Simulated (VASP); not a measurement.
Write the native input for VASP 6.6.1 that does the following.

```
Task                   : single point
Functional             : PBEsol
Potentials or basis    : VASP PAW PBE potentials, release 64 (Mo_sv)
Cutoff                 : 520 eV
k mesh                 : 24 × 24 × 24
Occupations            : gaussian, width 0.15 eV
Spin                   : no spin polarisation
Dipole correction      : no
Further INCAR settings : ALGO = Fast; EDIFF = 1e-06; NBANDS = 13
```

The structure of Mo lies in POSCAR:

```
Mo
1.0
    2.8794521958      0.0000000000      0.0000000000
   -1.4397260979      2.4936787506      0.0000000000
    0.0000000000      0.0000000000      2.3674675216
Mo
1
Direct
    0.0000000000      0.0000000000      0.5000000000
```

This cell differs from its parent crystal: strain +0.050 along x and y, -0.050 along z.

The input as run:

INCAR

```
SYSTEM = Mo
  PREC = Accurate
  ENCUT = 520
  EDIFF = 1E-6
  ISMEAR = 0
  SIGMA = 0.15
  LREAL = .False.
  LASPH = .True.
  NELM = 100
  ALGO = Fast
  ISIF = 2
  LWAVE = .False.
  LCHARG = .False.
  GGA = PS
  NBANDS = 13
```

KPOINTS

```
regular mesh
0
Gamma
  24 24 24
  0 0 0
```

Potentials or basis: VASP PAW PBE potentials, release 64 (Mo_sv).

Launch:

```console
$ cat potpaw_PBE.64/Mo_sv/POTCAR > POTCAR
$ mpirun -np 1 vasp_std > vasp.out
```

It gave:

```json
{
  "Pressure": "-5.1 GPa",
  "Band gap on the k mesh": "zero (band 7 reaches 11.57 eV, above the bottom of band 8 at 9.88 eV)"
}
```

Caveat: the cell differs from its parent crystal (strain +0.050 along x and y, -0.050 along z); the PAW data sets were made with another functional, which shifts forces and pressure a little.

It took 61 s on 1 thread of Intel(R) Xeon(R) Platinum 8375C CPU @ 2.90GHz (Ice Lake), with other jobs on the host, peak memory 0.27 GiB.
